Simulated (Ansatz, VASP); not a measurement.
GaN: VASP beside Ansatz

INCAR

```
SYSTEM = GaN
PREC = Accurate
ENCUT = 520
EDIFF = 1E-7
ISMEAR = -1
SIGMA = 0.02
LREAL = .False.
LASPH = .True.
NELM = 60
ALGO = Normal
ISIF = 2
LWAVE = .False.
LCHARG = .True.
GGA = PE
LELF = .True.
LVHAR = .True.
NBANDS = 26
```

File KPOINTS:

```
regular mesh
0
Gamma
  12 12 6
  0 0 0
```

Contents of POSCAR:

```
GaN
1.0
    3.1194863886      0.0000000000      0.0000000000
   -1.5597431943      2.7015544593      0.0000000000
    0.0000000000      0.0000000000      5.0799527247
Ga N
2 2
Direct
    0.3333333333      0.6666666667     -0.0008071153
    0.6666666667      0.3333333333      0.4991928847
    0.3333333333      0.6666666667      0.3758071153
    0.6666666667      0.3333333333      0.8758071153
```

Input for Ansatz:

```yaml
crystal:
  lattice:
    - [3.1194863886, 0.0, 0.0]
    - [-1.5597431943, 2.7015544593, 0.0]
    - [0.0, 0.0, 5.0799527247]
  atoms:
    - { symbol: Ga, position: [0.3333333333, 0.6666666667, -0.0008071153] }
    - { symbol: Ga, position: [0.6666666667, 0.3333333333, 0.4991928847] }
    - { symbol: "N", position: [0.3333333333, 0.6666666667, 0.3758071153] }
    - { symbol: "N", position: [0.6666666667, 0.3333333333, 0.8758071153] }
kpoints:
  mp_grid: { grid: [12, 12, 6] }
  band_path:
    path:
      - [0.0, 0.0, 0.0]
      - [0.5, 0.0, 0.0]
      - [0.3333333333, 0.3333333333, 0.0]
      - [0.0, 0.0, 0.5]
      - [0.5, 0.0, 0.5]
      - [0.3333333333, 0.3333333333, 0.5]
    npoints: 1
hamiltonian:
  xc: pbe
scf:
  occupations: { method: fermi_dirac, width: 0.02 }
  n_extra_bands: 5
output:
  forces: true
  stress: true
  eigenvalues: true
```

Change from the starting cell: hydrostatic strain -2.0%.

Alike in both runs: task single point; functional PBE; k mesh 12 × 12 × 6; occupations fermi-dirac, width 0.02 eV; no spin polarisation.

|  | VASP | Ansatz |
| --- | --- | --- |
| version | VASP 6.6.1 | Ansatz 0.2.0 |
| potentials or method | VASP PAW PBE potentials, release 64 (Ga_d, N) | plane waves, PAW |
| plane-wave cutoff (eV) | 520 | 420 |
| valence electrons in the cell | 36 | 36 |

|  | VASP | Ansatz | Ansatz less VASP |
| --- | --- | --- | --- |
| gap on the k mesh at the Fermi level (eV) | 2.35 | 2.34 | -0.013 |
| pressure (GPa) | 19.8 | 19.9 | +0.09 |
| traceless stress, the component that is largest in VASP (GPa) | 0.13 | 0.09 | -0.044 |
| rms of the force components (eV/Å) | 0.003 | 0.003 | -0.0002 |

Atom by atom the forces differ by 0.000 eV/Å (rms over components).
